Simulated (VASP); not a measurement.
# BiTe in VASP: a series of runs

The runs below take BiTe through single point, with PBE.

Program: VASP 6.6.1. These are calculated values, not measurements. Logs are shortened: lines on timing, memory, paths and dates and some standing lists are left out, and cuts for length are marked.

**1. The cell of the first run**

The structure is tetragonal, space group P4mm (No. 99). Conventional cell: a = 3.913 Å, b = 3.913 Å, c = 3.913 Å, α = 90.00°, β = 90.00°, γ = 90.00°. Within 4.3 Å of Bi (site symmetry 4mm) lie 8 Te at 3.28 to 3.51 Å and 6 Bi at 3.91 Å. Within 4.3 Å of Te (site symmetry 4mm) lie 8 Bi at 3.28 to 3.51 Å and 6 Te at 3.91 Å.

**2. Single point, PBE (atom 2 (Te) moved 0.2 Å along y)**

Contents of INCAR:

```
PREC     = Accurate       # precision mode
ENCUT    = 520            # plane-wave cutoff, eV
EDIFF    = 1E-7           # SCF threshold, eV
ISMEAR   = 0              # smearing method
SIGMA    = 0.05           # smearing width, eV
LREAL    = False          # projectors in reciprocal space
LASPH    = True           # aspherical terms in the spheres
NELM     = 60             # most SCF steps
ALGO     = Normal         # electronic algorithm
ISIF     = 2              # what is computed and relaxed
LWAVE    = False          # write WAVECAR
LCHARG   = False          # write CHGCAR
GGA      = PE             # functional
NBANDS   = 18             # bands
```

Contents of KPOINTS:

```
Automatic mesh
0
Gamma
  10 10 10
```

Contents of POSCAR:

```
BiTe
1.0
    3.9133058495      0.0000000000      0.0000000000
    0.0000000000      3.9133058495      0.0000000000
    0.0000000000      0.0000000000      3.9133058495
Bi Te
1 1
Direct
    0.0000000000      0.0000000000      0.0000000000
    0.5000000000      0.5511076843      0.5000000000
```

Potentials or basis: VASP PAW PBE potentials, release 64 (Bi_d, Te).

Launch:

```
$ cat potpaw_PBE.64/Bi_d/POTCAR potpaw_PBE.64/Te/POTCAR > POTCAR
$ mpirun -np 1 vasp_std > vasp.out
```

OUTCAR:

```text
PREC = Accurate
   ENCUT = 520
   EDIFF = 1E-7
   ISMEAR = 0
   LREAL = False
   LASPH = True
   NELM = 60
   ISIF = 2
   GGA = PE

 ion  position               nearest neighbor table
   1  0.000  0.000  0.000-   2 3.28   2 3.28   2 3.28   2 3.28   2 3.51   2 3.51   2 3.51   2 3.51

   2  0.500  0.551  0.500-   1 3.28   1 3.28   1 3.28   1 3.28   1 3.51   1 3.51   1 3.51   1 3.51

  LATTYP: Found a simple cubic cell.
 ALAT       =     3.9133058495

  Lattice vectors:

 A1 = (   3.9133058495,   0.0000000000,   0.0000000000)
 A2 = (   0.0000000000,   3.9133058495,   0.0000000000)
 A3 = (   0.0000000000,   0.0000000000,   3.9133058495)

Analysis of symmetry for initial positions (statically):
=====================================================================
 Subroutine PRICEL returns:
 Original cell was already a primitive cell.

 Routine SETGRP: Setting up the symmetry group for a
 simple cubic supercell.

 Subroutine GETGRP returns: Found  8 space group operations
 (whereof  8 operations were pure point group operations)
 out of a pool of 48 trial point group operations.

The static configuration has the point symmetry C_4v.

Analysis of symmetry for dynamics (positions and initial velocities):
=====================================================================
 Subroutine PRICEL returns:
 Original cell was already a primitive cell.

 Routine SETGRP: Setting up the symmetry group for a
 simple cubic supercell.

 Subroutine GETGRP returns: Found  8 space group operations
 (whereof  8 operations were pure point group operations)
 out of a pool of 48 trial point group operations.

The dynamic configuration has the point symmetry C_4v.

 Subroutine INISYM returns: Found  8 space group operations
 (whereof  8 operations are pure point group operations),
 and found     1 'primitive' translations

----------------------------------------------------------------------------------------

                                     Primitive cell

  volume of cell :      59.9282

  direct lattice vectors                    reciprocal lattice vectors
     3.913305849  0.000000000  0.000000000     0.255538422  0.000000000  0.000000000
     0.000000000  3.913305849  0.000000000     0.000000000  0.255538422  0.000000000
     0.000000000  0.000000000  3.913305849     0.000000000  0.000000000  0.255538422

  length of vectors
     3.913305849  3.913305849  3.913305849     0.255538422  0.255538422  0.255538422

  position of ions in fractional coordinates (direct lattice)
     0.000000000  0.000000000  0.000000000
     0.500000000  0.551107684  0.500000000

  ion indices of the primitive-cell ions
   primitive index   ion index
                 1           1
                 2           2

----------------------------------------------------------------------------------------

 KPOINTS: Automatic mesh

Automatic generation of k-mesh.
 Grid dimensions read from file:
 generate k-points for:   10   10   10

 Generating k-lattice:

  Cartesian coordinates                     Fractional coordinates (reciprocal lattice)
     0.025553842  0.000000000  0.000000000     0.100000000  0.000000000  0.000000000
     0.000000000  0.025553842  0.000000000     0.000000000  0.100000000  0.000000000
     0.000000000  0.000000000  0.025553842     0.000000000  0.000000000  0.100000000

  Length of vectors
     0.025553842  0.025553842  0.025553842

  Shift w.r.t. Gamma in fractional coordinates (k-lattice)
     0.000000000  0.000000000  0.000000000

 Subroutine IBZKPT returns following result:
 ===========================================

 Found    126 irreducible k-points:

 Following reciprocal coordinates:
            Coordinates               Weight
  0.000000  0.000000  0.000000      1.000000
  0.100000  0.000000  0.000000      4.000000
  0.000000  0.100000  0.000000      2.000000
  0.200000  0.000000  0.000000      4.000000
  0.000000  0.200000  0.000000      2.000000
  0.300000  0.000000  0.000000      4.000000
[... 16 lines left out ...]
  0.500000  0.100000  0.000000      4.000000
  0.000000  0.500000  0.100000      4.000000
 [... further k-points ...]
   k-points           NKPTS =    126   k-points in BZ     NKDIM =    126   number of bands    NBANDS=     18
   number of dos      NEDOS =    301   number of ions     NIONS =      2
   total plane-waves  NPLWV =  27000
   dimension x,y,z NGX =    30 NGY =   30 NGZ =   30
   dimension x,y,z NGXF=    60 NGYF=   60 NGZF=   60
   ions per type =               1   1
   NGX,Y,Z   is equivalent  to a cutoff of  12.74, 12.74, 12.74 a.u.
   NGXF,Y,Z  is equivalent  to a cutoff of  25.49, 25.49, 25.49 a.u.
 SYSTEM =  unknown system
   PREC   = accura    normal or accurate (medium, high low for compatibility)
   ISTART =      0    job   : 0-new  1-cont  2-samecut
   ICHARG =      2    charge: 1-file 2-atom 10-const
   ISPIN  =      1    spin polarized calculation?
   LNONCOLLINEAR =      F non collinear calculations
   LSORBIT =      F    spin-orbit coupling
   LASPH  =      T    aspherical Exc in radial PAW
   ENCUT  =  520.0 eV  38.22 Ry    6.18 a.u.   7.28  7.28  7.28*2*pi/ulx,y,z
   NELM   =     60;   NELMIN=  2; NELMDL= -5     # of ELM steps
   EDIFF  = 0.1E-06   stopping-criterion for ELM
   LREAL  =      F    real-space projection
   EDIFFG = 0.1E-05   stopping-criterion for IOM
   NSW    =      0    number of steps for IOM
   IBRION =     -1    ionic relax: 0-MD 1-quasi-New 2-CG
   NFREE  =      0    steps in history (QN), initial steepest desc. (CG)
   ISIF   =      2    stress and relaxation
   ISYM   =      2    0-nonsym 1-usesym 2-fastsym
   POTIM  = 0.5000    time-step for ionic-motion
   TEBEG  =    0.0;   TEEND  =   0.0 temperature during run
   PSTRESS=    0.0 pullay stress
   NELECT =      21.0000    total number of electrons
   NUPDOWN=      -1.0000    fix difference up-down
   EMIN   =  10.00;   EMAX   =-10.00  energy-range for DOS
   EFERMI =   0.00;   METHOD = LEGACY
   ISMEAR =     0;   SIGMA  =   0.05  broadening in eV -4-tet -1-fermi 0-gaus
   EFERMI_NEDOS =   21; number of points for ismear=-14 and -15
   IALGO  =     38    algorithm
   IMIX   =      4    mixing-type and parameters
     AMIX     =   0.40;   BMIX     =  1.00
     AMIX_MAG =   1.60;   BMIX_MAG =  1.00
  volume/ion in A,a.u.               =      29.96       202.21
  Fermi-wavevector in a.u.,A,eV,Ry     =   1.154173  2.181070 18.124520  1.332115
  Thomas-Fermi vector in A             =   2.290811
   LORBIT       =      0    0 simple, 1 ext, 2 COOP (PROOUT), +10 PAW based schemes
   GGA     = PE    functional components
   LHFCALC =     F    Hartree Fock is set to
   AEXX    =    0.0000 exact exchange contribution
   IVDW    =     0    specifies the selected vdW correction
   LEPSILON=     F    determine dielectric tensor
   LRPA    =     F    only Hartree local field effects (RPA)
 non-spin polarized calculation
 Gauss-broadening in eV      SIGMA  =   0.05
  energy-cutoff  :      520.00
  volume of cell :       59.93
 maximum number of plane-waves:      1640
 NGX is ok and might be reduce to    30
   NGX = 15   NGY = 15   NGZ = 15

 number of electron      20.9999990 magnetization

 Free energy of the ion-electron system (eV)
  ---------------------------------------------------
  ext. energy  EPLUGINS =         0.00000000
  ---------------------------------------------------
  free energy    TOTEN  =        -6.93523002 eV

  energy without entropy =       -6.93368729  energy(sigma->0) =       -6.93445865

 E-fermi :   8.0624     XC(G=0): -10.1414

 val. band max:        8.0495429987   @ k =   0.5000   0.1000   0.1000
 cond. band min:       8.0740459308   @ k =   0.5000   0.3000   0.1000
 fundamental gap:      0.0245029321
 Fermi energy:         8.0624469564

 k-point     1 :       0.0000    0.0000    0.0000
  band No.  band energies     occupation
      1     -15.4330      2.00000
      2     -15.4284      2.00000
      3     -15.3831      2.00000
      4     -15.3804      2.00000
      5     -15.3804      2.00000
      6      -5.8563      2.00000
[... 10 lines left out ...]
     17      18.3256      0.00000
     18      18.3288      0.00000

 k-point     2 :       0.1000    0.0000    0.0000
  band No.  band energies     occupation
      1     -15.4307      2.00000
      2     -15.4264      2.00000
      3     -15.3845      2.00000
      4     -15.3817      2.00000
      5     -15.3803      2.00000
      6      -5.7653      2.00000
[... 10 lines left out ...]
     17      17.7659      0.00000
     18      17.7948      0.00000

 k-point     3 :       0.0000    0.1000    0.0000
  band No.  band energies     occupation
      1     -15.4328      2.00000
      2     -15.4243      2.00000
      3     -15.3830      2.00000
      4     -15.3817      2.00000
      5     -15.3817      2.00000
      6      -5.7684      2.00000
[... 10 lines left out ...]
     17      17.8114      0.00000
     18      17.8140      0.00000

 k-point     4 :       0.2000    0.0000    0.0000
  band No.  band energies     occupation
      1     -15.4293      2.00000
      2     -15.4162      2.00000
      3     -15.3881      2.00000
      4     -15.3853      2.00000
      5     -15.3800      2.00000
      6      -5.4942      2.00000
[... 375 lines left out ...]
      4     -15.3904      2.00000
      5     -15.3806      2.00000
      6      -4.3661      2.00000
[... 10 lines left out ...]
     17      17.4039      0.00000
     18      17.5528      0.00000

 k-point    23 :       0.5000    0.1000    0.0000
  band No.  band energies     occupation
      1     -15.4251      2.00000
      2     -15.3971      2.00000
      3     -15.3964      2.00000
      4     -15.3858      2.00000
      5     -15.3805      2.00000
      6      -3.6436      2.00000
[... 10 lines left out ...]
     17      17.9476      0.00000
     18      18.3389      0.00000

 k-point    24 :       0.0000    0.5000    0.1000
  band No.  band energies     occupation
      1     -15.4283      2.00000
      2     -15.3961      2.00000
      3     -15.3940      2.00000
      4     -15.3834      2.00000
      5     -15.3831      2.00000
      6      -4.1030      2.00000
[... 10 lines left out ...]
     17      17.7580      0.00000
     18      18.5697      0.00000

 [... further k-points ...]

------------------------ aborting loop because EDIFF is reached ----------------------------------------

  FORCE on cell =-STRESS in cart. coord.  units (eV):
  Direction    XX          YY          ZZ          XY          YZ          ZX
  --------------------------------------------------------------------------------------
  -------------------------------------------------------------------------------------
  Total        0.1638081      0.2536874      0.1638081     -0.0000000     -0.0000000      0.0000000
  in kB        4.3794001      6.7823161      4.3794001     -0.0000000     -0.0000000      0.0000000
  external PRESSURE =       5.1803721 kB  Pullay stress =       0.0000000 kB

 VOLUME and BASIS-vectors are now :
 -----------------------------------------------------------------------------
  energy-cutoff  :      520.00
  volume of cell :       59.93
      direct lattice vectors                 reciprocal lattice vectors
     3.913305849  0.000000000  0.000000000     0.255538422  0.000000000  0.000000000
     0.000000000  3.913305849  0.000000000     0.000000000  0.255538422  0.000000000
     0.000000000  0.000000000  3.913305849     0.000000000  0.000000000  0.255538422

 POSITION                                       TOTAL-FORCE (eV/Angst)
 -----------------------------------------------------------------------------------
      0.00000      0.00000      0.00000         0.000000      0.031310     -0.000000
      1.95665      2.15665      1.95665        -0.000000     -0.031310      0.000000
 -----------------------------------------------------------------------------------
    total drift:                                0.000000     -0.000442     -0.000000

  FREE ENERGIE OF THE ION-ELECTRON SYSTEM (eV)
  ---------------------------------------------------
  free  energy   TOTEN  =        -6.9352300208 eV

  energy  without entropy=       -6.9336872873  energy(sigma->0) =       -6.93445865
```

Run time: 3.2 min. Hardware: 1 thread of AMD EPYC 7R13, shared host; peak memory 0.24 GiB.

Results:

| Item | Value |
| --- | --- |
| Free energy | -6.9352 eV |
| Pressure | 0.5 GPa |
| Largest force | 0.031 eV/Å |
| Band gap on the k mesh | zero (an odd number of electrons rules out a gap without spin polarisation) |

Forces on the atoms (eV/Å):
```
Bi   0.000  0.031  0.000
Te   0.000 -0.031  0.000
```

Levels at points of the mesh, in eV from the Fermi level:
```csv
k point,band 7,band 8,band 9,band 10,band 11,band 12,band 13,band 14
"(0.00, 0.00, 0.00)",-8.71,-2.72,-2.72,-2.60,2.45,2.99,3.93,3.93
"(0.50, 0.00, 0.00)",-11.77,-2.00,-1.41,-0.86,-0.59,0.52,0.64,4.62
"(0.00, 0.50, 0.00)",-11.23,-2.11,-1.11,-1.04,-1.04,0.78,0.78,4.55
"(0.50, 0.50, 0.00)",-10.88,-5.66,-5.66,-0.38,1.51,2.47,2.48,5.40
"(0.50, 0.00, 0.50)",-10.86,-5.75,-5.75,-0.33,1.55,2.59,2.59,5.37
"(0.50, 0.50, 0.50)",-10.23,-3.74,-3.74,-3.39,-2.71,-2.37,-2.37,13.03
```

Caveat: the cell differs from its parent crystal (atom 2 (Te) moved 0.2 Å along y); spin-orbit coupling is left out, which moves the levels of the heavy elements.

**3. Single point, PBE (atoms moved at random and the cell strained at random)**

Contents of INCAR:

```
SYSTEM = BiTe
ALGO = Normal ; EDIFF = 1E-6
ENCUT = 520 ; GGA = PE
ISIF = 2 ; ISMEAR = 0
LASPH = .TRUE. ; LCHARG = .FALSE.
LREAL = .FALSE. ; LWAVE = .FALSE.
NBANDS = 18 ; NELM = 60
PREC = Accurate ; SIGMA = 0.05
```

Contents of KPOINTS:

```
k-points
0
G
  10 10 10
  0 0 0
```

Contents of POSCAR:

```
BiTe
1.0
    3.8264124428     -0.0257656363      0.0040397500
   -0.0257656363      3.8461676019      0.0005712831
    0.0040397500      0.0005712831      3.9890713868
Bi Te
1 1
Direct
    0.0199330368     -0.0009238011     -0.0014103117
    0.4800669632      0.5009238011      0.5014103117
```

Potentials or basis: VASP PAW PBE potentials, release 64 (Bi_d, Te).

Launch:

```
$ cat potpaw_PBE.64/Bi_d/POTCAR potpaw_PBE.64/Te/POTCAR > POTCAR
$ mpirun -np 1 vasp_std > vasp.out
```

It took 12 min on 1 thread of AMD EPYC 7R13, shared host; peak memory 0.56 GiB.

The run converged. Its results:

```yaml
Free_energy: -6.9136 eV
Pressure: 1.6 GPa
Largest_force: 0.053 eV/Å
Band_gap_on_the_k_mesh: zero (an odd number of electrons rules out a gap without spin polarisation)
```

Forces on the atoms (eV/Å):
```
Bi  -0.052 -0.010  0.001
Te   0.052  0.010 -0.001
```

Stress tensor (GPa, compression positive):
```
 2.95  0.10 -0.05
 0.10  2.29 -0.01
-0.05 -0.01 -0.32
```

Levels at points of the mesh, in eV from the Fermi level:
| k point | band 6 | band 7 | band 8 | band 9 | band 10 | band 11 | band 12 | band 13 | band 14 | band 15 |
| --- | --- | --- | --- | --- | --- | --- | --- | --- | --- | --- |
| (0.00, 0.00, 0.00) | -14.01 | -8.64 | -3.10 | -2.57 | -2.37 | 2.70 | 2.97 | 4.00 | 4.10 | 4.52 |
| (0.50, 0.00, 0.00) | -12.11 | -11.33 | -2.14 | -1.26 | -1.19 | -0.72 | 0.44 | 0.98 | 4.60 | 5.72 |
| (0.00, 0.50, 0.00) | -11.77 | -11.75 | -2.02 | -1.35 | -1.08 | -0.46 | 0.24 | 0.94 | 4.66 | 5.66 |
| (0.50, 0.50, 0.00) | -10.86 | -10.69 | -5.72 | -5.69 | -0.53 | 1.37 | 2.20 | 2.29 | 5.17 | 5.46 |
| (0.00, 0.00, 0.50) | -11.94 | -11.88 | -1.74 | -1.08 | -0.75 | -0.46 | 0.63 | 0.81 | 4.66 | 5.68 |
| (0.50, 0.00, 0.50) | -10.95 | -10.89 | -5.79 | -5.78 | -0.20 | 1.72 | 2.67 | 2.80 | 5.58 | 5.87 |
| (0.00, 0.50, 0.50) | -10.95 | -10.90 | -5.85 | -5.85 | -0.13 | 1.80 | 2.82 | 2.93 | 5.61 | 5.94 |
| (0.50, 0.50, 0.50) | -10.37 | -10.17 | -3.68 | -3.59 | -3.50 | -2.84 | -2.53 | -2.39 | 12.72 | 13.44 |

Caveat: the cell differs from its parent crystal (atoms moved at random and the cell strained at random); spin-orbit coupling is left out, which moves the levels of the heavy elements.

The gap in the log of VASP goes by the Fermi energy; the results here count the filled bands.